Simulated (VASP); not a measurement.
# BeS (I-4m2) in VASP: further runs

BeS is run at these levels: HSE06; tasks: single point.

Everything below comes from runs of VASP 6.6.1. Logs are shortened: lines on timing, memory, paths and dates and some standing lists are left out, and cuts for length are marked.

## 1. The cell of the first run

It takes space group I-4m2 (No. 119, tetragonal). Conventional cell: a = 3.413 Å, b = 3.413 Å, c = 4.869 Å, α = 90.00°, β = 90.00°, γ = 90.00°. Within 2.8 Å of Be (site symmetry -4m2) lie 4 S at 2.10 Å. S (site symmetry -4m2) has 4 Be at 2.10 Å within 2.8 Å.

## 2. Single point, HSE06 (biaxial xy strain -0.9%)

Contents of POSCAR:

```
BeS
1.0
    0.0000000000      2.4131277662      2.4343062304
    2.4131277662      0.0000000000      2.4343062304
    2.4131277662      2.4131277662      0.0000000000
Be S
1 1
Direct
    0.0000000000      0.0000000000      0.0000000000
    0.2500000000      0.2500000000      0.2500000000
```

Contents of INCAR.step1:

```
ALGO = Normal ; EDIFF = 1E-5
ENCUT = 520 ; GGA = PE
ISIF = 2 ; ISMEAR = 0
LASPH = T ; LREAL = F
LWAVE = T ; NBANDS = 11
NELM = 100 ; PREC = Accurate
SIGMA = 0.01
```

Contents of INCAR.step2:

```
ALGO = Normal ; EDIFF = 1E-6
ENCUT = 520 ; GGA = PE
HFSCREEN = 0.2079 ; ISIF = 2
ISMEAR = 0 ; ISTART = 1
LASPH = T ; LCHARG = T
LELF = T ; LHFCALC = T
LREAL = F ; LVHAR = T
LWAVE = F ; NBANDS = 11
NELM = 100 ; PREC = Accurate
PRECFOCK = Normal ; SIGMA = 0.01
```

Contents of KPOINTS:

```
k-points
0
Gamma
  6 6 6
```

Potentials or basis: VASP PAW PBE potentials, release 64 (Be, S).

Started as:

```
$ cat potpaw_PBE.64/Be/POTCAR potpaw_PBE.64/S/POTCAR > POTCAR
$ cp INCAR.step1 INCAR
$ mpirun -np 1 vasp_std > vasp.out
$ cp INCAR.step2 INCAR
$ mpirun -np 1 vasp_std > vasp.out
```

OUTCAR:

```text
EDIFF = 1E-6
   ENCUT = 520
   GGA = PE
   HFSCREEN = 0.2079
   ISIF = 2
   ISMEAR = 0
   ISTART = 1
   LASPH = T
   LHFCALC = T
   LREAL = F
   NELM = 100
   PREC = Accurate
   PRECFOCK = Normal

 ion  position               nearest neighbor table
   1  0.000  0.000  0.000-   2 2.10   2 2.10   2 2.10   2 2.10
   2  0.250  0.250  0.250-   1 2.10   1 2.10   1 2.10   1 2.10

  LATTYP: Found a body centered tetragonal cell.
 ALAT       =     3.4126780147
 C/A-ratio  =     1.4266252016

  Lattice vectors:

 A1 = (  -2.4131277662,   0.0000000000,   2.4343062304)
 A2 = (   2.4131277662,   0.0000000000,   2.4343062304)
 A3 = (   0.0000000000,   2.4131277662,  -2.4343062304)

Analysis of symmetry for initial positions (statically):
=====================================================================
 Subroutine PRICEL returns:
 Original cell was already a primitive cell.

 Routine SETGRP: Setting up the symmetry group for a
 body centered tetragonal supercell.

 Subroutine GETGRP returns: Found  8 space group operations
 (whereof  8 operations were pure point group operations)
 out of a pool of 16 trial point group operations.

The static configuration has the point symmetry D_2d.

Analysis of symmetry for dynamics (positions and initial velocities):
=====================================================================
 Subroutine PRICEL returns:
 Original cell was already a primitive cell.

 Routine SETGRP: Setting up the symmetry group for a
 body centered tetragonal supercell.

 Subroutine GETGRP returns: Found  8 space group operations
 (whereof  8 operations were pure point group operations)
 out of a pool of 16 trial point group operations.

The dynamic configuration has the point symmetry D_2d.

 Subroutine INISYM returns: Found  8 space group operations
 (whereof  8 operations are pure point group operations),
 and found     1 'primitive' translations

----------------------------------------------------------------------------------------

                                     Primitive cell

  volume of cell :      28.3508

  direct lattice vectors                    reciprocal lattice vectors
     0.000000000  2.413127766  2.434306230    -0.207199970  0.207199970  0.205397330
     2.413127766  0.000000000  2.434306230     0.207199970 -0.207199970  0.205397330
     2.413127766  2.413127766  0.000000000     0.207199970  0.207199970 -0.205397330

  length of vectors
[... 99 lines left out ...]
   IALGO  =     38    algorithm
   IMIX   =      1    mixing-type and parameters
     AMIX     =   0.40;   BMIX     =  1.00
     AMIX_MAG =   1.60;   BMIX_MAG =  1.00
  volume/ion in A,a.u.               =      14.18        95.66
  Fermi-wavevector in a.u.,A,eV,Ry     =   1.073782  2.029154 15.687630  1.153008
  Thomas-Fermi vector in A             =   2.209592
   LORBIT       =      0    0 simple, 1 ext, 2 COOP (PROOUT), +10 PAW based schemes
   GGA     = PE    functional components
   LHFCALC =     T    Hartree Fock is set to
   PRECFOCK=normal    Normal, Fast or Accurate (Low or Medium for compatibility)
   ENCUT4O =  -1.0   cutoff for four orbital integrals eV
   NKREDX  =     1    reduce k-point grid by
   NKREDY  =     1    reduce k-point grid by
   NKREDZ  =     1    reduce k-point grid by
   AEXX    =    0.2500 exact exchange contribution
   HFSCREEN=    0.2079 screening length (either q_TF or 0.3 A-1)
   HFSCREENC=   0.2079 screening length for correlation (either q_TF or 0.3 A-1)
   ENCUTFOCK=  -1.0 apply spherical cutoff to Coloumb kernel
   IVDW    =     0    specifies the selected vdW correction
   LEPSILON=     F    determine dielectric tensor
   LRPA    =     F    only Hartree local field effects (RPA)
 non-spin polarized calculation
 Gauss-broadening in eV      SIGMA  =   0.01
  energy-cutoff  :      520.00
  volume of cell :       28.35
 maximum number of plane-waves:       777
 NGX is ok and might be reduce to    28
  NGX = 20; NGY = 20; NGZ = 20

 number of electron       8.0000000 magnetization

 Free energy of the ion-electron system (eV)
  ---------------------------------------------------
  ext. energy  EPLUGINS =         0.00000000
  ---------------------------------------------------
  free energy    TOTEN  =       -11.38749553 eV

  energy without entropy =      -11.38749553  energy(sigma->0) =      -11.38749553

 E-fermi :   3.6407     XC(G=0):  -8.1075

 val. band max:        3.5996974695   @ k =   0.0000   0.0000   0.0000
 cond. band min:       7.5957001426   @ k =   0.5000   0.0000   0.5000
 fundamental gap:      3.9960026731
 Fermi energy:         3.6407213165

 k-point     1 :       0.0000    0.0000    0.0000
  band No.  band energies     occupation
      1     -11.5468      2.00000
      2       3.5503      2.00000
      3       3.5997      2.00000
      4       3.5997      2.00000
      5      10.4427      0.00000
      6      10.4427      0.00000
      7      10.4532      0.00000
      8      10.7006      0.00000
      9      17.7634      0.00000
     10      17.9705      0.00000
     11      19.9065      0.00000
[... 309 lines left out ...]
 k-point    24 :       0.5000   -0.0000    0.3333
  band No.  band energies     occupation
      1      -9.3131      2.00000
      2      -1.5945      2.00000
      3       0.0720      2.00000
      4       1.0120      2.00000
      5       8.6218      0.00000
      6      10.9042      0.00000
      7      15.8531      0.00000
      8      16.0520      0.00000
      9      19.5731      0.00000
     10      20.5443      0.00000
     11      21.8692      0.00000

 [... further k-points ...]

------------------------ aborting loop because EDIFF is reached ----------------------------------------

  FORCE on cell =-STRESS in cart. coord.  units (eV):
  Direction    XX          YY          ZZ          XY          YZ          ZX
  --------------------------------------------------------------------------------------
  -------------------------------------------------------------------------------------
  Total        0.1710037      0.1710037      0.0084244      0.0000000      0.0000000      0.0000000
  in kB        9.6638534      9.6638534      0.4760831      0.0000000      0.0000000      0.0000000
  external PRESSURE =       6.6012633 kB  Pullay stress =       0.0000000 kB

 VOLUME and BASIS-vectors are now :
 -----------------------------------------------------------------------------
  energy-cutoff  :      520.00
  volume of cell :       28.35
      direct lattice vectors                 reciprocal lattice vectors
     0.000000000  2.413127766  2.434306230    -0.207199970  0.207199970  0.205397330
     2.413127766  0.000000000  2.434306230     0.207199970 -0.207199970  0.205397330
     2.413127766  2.413127766  0.000000000     0.207199970  0.207199970 -0.205397330

 POSITION                                       TOTAL-FORCE (eV/Angst)
 -----------------------------------------------------------------------------------
      0.00000      0.00000      0.00000        -0.000000     -0.000000      0.000000
      1.20656      1.20656      1.21715         0.000000      0.000000     -0.000000
 -----------------------------------------------------------------------------------
    total drift:                                0.000000      0.000000     -0.000001

  FREE ENERGIE OF THE ION-ELECTRON SYSTEM (eV)
  ---------------------------------------------------
  free  energy   TOTEN  =       -11.3874955280 eV

  energy  without entropy=      -11.3874955280  energy(sigma->0) =      -11.38749553
```

Run time: 11 min. Hardware: 1 thread of AMD EPYC 7R13, shared host; peak memory 0.26 GiB.

What came out:

* Free energy: -11.3875 eV
* Pressure: 0.7 GPa
* Band gap on the k mesh: 4.00 eV, indirect (least direct gap 6.84 eV)

Stress tensor (GPa, compression positive):
```
0.97 0.00 0.00
0.00 0.97 0.00
0.00 0.00 0.05
```

Levels at points of the mesh, in eV from the valence-band top:
```csv
k point,band 1,band 2,band 3,band 4,band 5,band 6,band 7,band 8,band 9
"(0.00, 0.00, 0.00)",-15.15,-0.05,0.00,0.00,6.84,6.84,6.85,7.10,14.16
"(0.50, 0.00, 0.00)",-13.35,-6.42,-1.19,-1.11,6.61,7.72,7.80,12.56,16.55
"(0.50, 0.50, 0.00)",-12.77,-5.63,-2.87,-2.87,4.07,5.99,14.56,14.56,17.24
"(0.50, 0.00, 0.50)",-12.72,-5.57,-2.95,-2.93,4.00,5.91,14.53,14.57,17.36
```

Caveat: the cell differs from its parent crystal (biaxial xy strain -0.9%); the PAW data sets were made with another functional, which shifts forces and pressure a little. A k mesh can miss the band edges.

## 3. Single point, HSE06 (uniaxial x strain -0.7%)

Contents of POSCAR:

```
BeS
1.0
    0.0000000000      2.4343062304      2.4343062304
    2.4184832399      0.0000000000      2.4343062304
    2.4184832399      2.4343062304      0.0000000000
Be S
1 1
Direct
    0.0000000000      0.0000000000      0.0000000000
    0.2500000000      0.2500000000      0.2500000000
```

Contents of INCAR.step1:

```
SYSTEM = BeS
ALGO = Normal ; EDIFF = 1E-5
ENCUT = 520 ; GGA = PE
ISIF = 2 ; ISMEAR = 0
LASPH = .True. ; LCHARG = .False.
LREAL = .False. ; LWAVE = .True.
NBANDS = 11 ; NELM = 60
PREC = Accurate ; SIGMA = 0.01
```

Contents of INCAR.step2:

```
SYSTEM = BeS
ALGO = Normal ; EDIFF = 1E-6
ENCUT = 520 ; GGA = PE
HFSCREEN = 0.2079 ; ISIF = 2
ISMEAR = 0 ; ISTART = 1
LASPH = .True. ; LCHARG = .False.
LHFCALC = .True. ; LREAL = .False.
LWAVE = .False. ; NBANDS = 11
NELM = 60 ; PREC = Accurate
PRECFOCK = Normal ; SIGMA = 0.01
```

Contents of KPOINTS:

```
k-points
0
Gamma
  6 6 6
  0 0 0
```

Potentials or basis: VASP PAW PBE potentials, release 64 (Be, S).

Started as:

```
$ cat potpaw_PBE.64/Be/POTCAR potpaw_PBE.64/S/POTCAR > POTCAR
$ cp INCAR.step1 INCAR
$ mpirun -np 1 vasp_std > vasp.out
$ cp INCAR.step2 INCAR
$ mpirun -np 1 vasp_std > vasp.out
```

OUTCAR:

```text
SYSTEM = BeS
   EDIFF = 1E-6
   ENCUT = 520
   GGA = PE
   HFSCREEN = 0.2079
   ISIF = 2
   ISMEAR = 0
   ISTART = 1
   LASPH = .True.
   LHFCALC = .True.
   LREAL = .False.
   NELM = 60
   PREC = Accurate
   PRECFOCK = Normal

 ion  position               nearest neighbor table
   1  0.000  0.000  0.000-   2 2.10   2 2.10   2 2.10   2 2.10
   2  0.250  0.250  0.250-   1 2.10   1 2.10   1 2.10   1 2.10

  LATTYP: Found a body centered tetragonal cell.
 ALAT       =     3.4426288860
 C/A-ratio  =     1.4050211742

  Lattice vectors:

 A1 = (  -2.4184832399,   0.0000000000,  -2.4343062304)
 A2 = (  -2.4184832399,   0.0000000000,   2.4343062304)
 A3 = (   2.4184832399,   2.4343062304,   0.0000000000)

Analysis of symmetry for initial positions (statically):
=====================================================================
 Subroutine PRICEL returns:
 Original cell was already a primitive cell.

 Routine SETGRP: Setting up the symmetry group for a
 body centered tetragonal supercell.

 Subroutine GETGRP returns: Found  8 space group operations
 (whereof  8 operations were pure point group operations)
 out of a pool of 16 trial point group operations.

The static configuration has the point symmetry D_2d.

Analysis of symmetry for dynamics (positions and initial velocities):
=====================================================================
 Subroutine PRICEL returns:
 Original cell was already a primitive cell.

 Routine SETGRP: Setting up the symmetry group for a
 body centered tetragonal supercell.

 Subroutine GETGRP returns: Found  8 space group operations
 (whereof  8 operations were pure point group operations)
 out of a pool of 16 trial point group operations.

The dynamic configuration has the point symmetry D_2d.

 Subroutine INISYM returns: Found  8 space group operations
 (whereof  8 operations are pure point group operations),
 and found     1 'primitive' translations

----------------------------------------------------------------------------------------

                                     Primitive cell

  volume of cell :      28.6631

  direct lattice vectors                    reciprocal lattice vectors
     0.000000000  2.434306230  2.434306230    -0.206741147  0.205397330  0.205397330
     2.418483240  0.000000000  2.434306230     0.206741147 -0.205397330  0.205397330
     2.418483240  2.434306230  0.000000000     0.206741147  0.205397330 -0.205397330

  length of vectors
     3.442628886  3.431458583  3.431458583     0.356536153  0.356536153  0.356536153

  position of ions in fractional coordinates (direct lattice)
     0.000000000  0.000000000  0.000000000
     0.250000000  0.250000000  0.250000000

  ion indices of the primitive-cell ions
   primitive index   ion index
                 1           1
                 2           2

----------------------------------------------------------------------------------------

 KPOINTS: k-points

Automatic generation of k-mesh.
 Grid dimensions read from file:
 generate k-points for:    6    6    6

 Generating k-lattice:

  Cartesian coordinates                     Fractional coordinates (reciprocal lattice)
[... 47 lines left out ...]
   ions per type =               1   1
   NGX,Y,Z   is equivalent  to a cutoff of  13.52, 13.57, 13.57 a.u.
   NGXF,Y,Z  is equivalent  to a cutoff of  27.04, 27.13, 27.13 a.u.
 SYSTEM =  BeS
   PREC   = accura    normal or accurate (medium, high low for compatibility)
   ISTART =      1    job   : 0-new  1-cont  2-samecut
   ICHARG =      0    charge: 1-file 2-atom 10-const
   ISPIN  =      1    spin polarized calculation?
   LNONCOLLINEAR =      F non collinear calculations
   LSORBIT =      F    spin-orbit coupling
   LASPH  =      T    aspherical Exc in radial PAW
   ENCUT  =  520.0 eV  38.22 Ry    6.18 a.u.   6.40  6.38  6.38*2*pi/ulx,y,z
   NELM   =     60;   NELMIN=  2; NELMDL=  0     # of ELM steps
   EDIFF  = 0.1E-05   stopping-criterion for ELM
   LREAL  =      F    real-space projection
   EDIFFG = 0.1E-04   stopping-criterion for IOM
   NSW    =      0    number of steps for IOM
   IBRION =     -1    ionic relax: 0-MD 1-quasi-New 2-CG
   NFREE  =      0    steps in history (QN), initial steepest desc. (CG)
   ISIF   =      2    stress and relaxation
   ISYM   =      3    0-nonsym 1-usesym 2-fastsym
   POTIM  = 0.5000    time-step for ionic-motion
   TEBEG  =    0.0;   TEEND  =   0.0 temperature during run
   PSTRESS=    0.0 pullay stress
   NELECT =       8.0000    total number of electrons
   NUPDOWN=      -1.0000    fix difference up-down
   EMIN   =  10.00;   EMAX   =-10.00  energy-range for DOS
   EFERMI =   0.00;   METHOD = LEGACY
   ISMEAR =     0;   SIGMA  =   0.01  broadening in eV -4-tet -1-fermi 0-gaus
   EFERMI_NEDOS =   21; number of points for ismear=-14 and -15
   IALGO  =     38    algorithm
   IMIX   =      1    mixing-type and parameters
     AMIX     =   0.40;   BMIX     =  1.00
     AMIX_MAG =   1.60;   BMIX_MAG =  1.00
  volume/ion in A,a.u.               =      14.33        96.71
  Fermi-wavevector in a.u.,A,eV,Ry     =   1.069868  2.021758 15.573476  1.144618
  Thomas-Fermi vector in A             =   2.205561
   LORBIT       =      0    0 simple, 1 ext, 2 COOP (PROOUT), +10 PAW based schemes
   GGA     = PE    functional components
   LHFCALC =     T    Hartree Fock is set to
   PRECFOCK=normal    Normal, Fast or Accurate (Low or Medium for compatibility)
   ENCUT4O =  -1.0   cutoff for four orbital integrals eV
   NKREDX  =     1    reduce k-point grid by
   NKREDY  =     1    reduce k-point grid by
   NKREDZ  =     1    reduce k-point grid by
   AEXX    =    0.2500 exact exchange contribution
   HFSCREEN=    0.2079 screening length (either q_TF or 0.3 A-1)
   HFSCREENC=   0.2079 screening length for correlation (either q_TF or 0.3 A-1)
   ENCUTFOCK=  -1.0 apply spherical cutoff to Coloumb kernel
   IVDW    =     0    specifies the selected vdW correction
   LEPSILON=     F    determine dielectric tensor
   LRPA    =     F    only Hartree local field effects (RPA)
 non-spin polarized calculation
 Gauss-broadening in eV      SIGMA  =   0.01
  energy-cutoff  :      520.00
  volume of cell :       28.66
 maximum number of plane-waves:       785
 NGX is ok and might be reduce to    28
  NGX = 20; NGY = 20; NGZ = 20

 number of electron       7.9999999 magnetization

 Free energy of the ion-electron system (eV)
  ---------------------------------------------------
  ext. energy  EPLUGINS =         0.00000000
  ---------------------------------------------------
  free energy    TOTEN  =       -11.38802322 eV

  energy without entropy =      -11.38802322  energy(sigma->0) =      -11.38802322

 E-fermi :   3.6299     XC(G=0):  -8.0720

 val. band max:        3.4929709284   @ k =   0.0000   0.0000   0.0000
 cond. band min:       7.4961941981   @ k =   0.0000   0.5000   0.5000
 fundamental gap:      4.0032232698
 Fermi energy:         3.6298718903

 k-point     1 :       0.0000    0.0000    0.0000
  band No.  band energies     occupation
      1     -11.5810      2.00000
      2       3.4576      2.00000
      3       3.4576      2.00000
      4       3.4930      2.00000
      5      10.3312      0.00000
      6      10.3391      0.00000
      7      10.3391      0.00000
      8      10.4894      0.00000
      9      17.6542      0.00000
     10      17.8038      0.00000
     11      19.7033      0.00000
[... 309 lines left out ...]
 k-point    24 :       0.3333   -0.3333    0.1667
  band No.  band energies     occupation
      1      -9.3494      2.00000
      2      -1.8401      2.00000
      3      -0.2777      2.00000
      4       0.9158      2.00000
      5      10.7859      0.00000
      6      11.7936      0.00000
      7      14.3807      0.00000
      8      15.1839      0.00000
      9      16.1121      0.00000
     10      20.5731      0.00000
     11      21.3758      0.00000

 [... further k-points ...]

------------------------ aborting loop because EDIFF is reached ----------------------------------------

  FORCE on cell =-STRESS in cart. coord.  units (eV):
  Direction    XX          YY          ZZ          XY          YZ          ZX
  --------------------------------------------------------------------------------------
  -------------------------------------------------------------------------------------
  Total        0.0025302     -0.1161401     -0.1161401      0.0000000      0.0000000     -0.0000000
  in kB        0.1414327     -6.4918596     -6.4918596      0.0000000      0.0000000     -0.0000000
  external PRESSURE =      -4.2807622 kB  Pullay stress =       0.0000000 kB

 VOLUME and BASIS-vectors are now :
 -----------------------------------------------------------------------------
  energy-cutoff  :      520.00
  volume of cell :       28.66
      direct lattice vectors                 reciprocal lattice vectors
     0.000000000  2.434306230  2.434306230    -0.206741147  0.205397330  0.205397330
     2.418483240  0.000000000  2.434306230     0.206741147 -0.205397330  0.205397330
     2.418483240  2.434306230  0.000000000     0.206741147  0.205397330 -0.205397330

 POSITION                                       TOTAL-FORCE (eV/Angst)
 -----------------------------------------------------------------------------------
      0.00000      0.00000      0.00000         0.000000     -0.000000     -0.000000
      1.20924      1.21715      1.21715        -0.000000      0.000000      0.000000
 -----------------------------------------------------------------------------------
    total drift:                                0.000000     -0.000000     -0.000000

  FREE ENERGIE OF THE ION-ELECTRON SYSTEM (eV)
  ---------------------------------------------------
  free  energy   TOTEN  =       -11.3880232176 eV

  energy  without entropy=      -11.3880232176  energy(sigma->0) =      -11.38802322
```

Run time: 10 min. Hardware: 1 thread of AMD EPYC 7R13, shared host; peak memory 0.26 GiB.

Results:

| Property | Result |
| --- | --- |
| Free energy | -11.3880 eV |
| Pressure | -0.4 GPa |
| Band gap on the k mesh | 4.00 eV, indirect (least direct gap 6.84 eV) |

Stress tensor (GPa, compression positive):
```
 0.01  0.00  0.00
 0.00 -0.65  0.00
 0.00  0.00 -0.65
```

Levels at points of the mesh, in eV from the valence-band top:
```
           k point  band 2  band 3  band 4  band 5  band 6  band 7
(0.00, 0.00, 0.00)   -0.04   -0.04    0.00    6.84    6.85    6.85
(0.50, 0.00, 0.00)   -6.35   -1.17   -1.11    6.56    7.72    7.78
(0.50, 0.50, 0.00)   -5.55   -2.87   -2.86    4.06    5.96   14.44
(0.00, 0.50, 0.50)   -5.51   -2.92   -2.92    4.00    5.90   14.46
```

Caveat: the cell differs from its parent crystal (uniaxial x strain -0.7%); the PAW data sets were made with another functional, which shifts forces and pressure a little. A k mesh can miss the band edges.
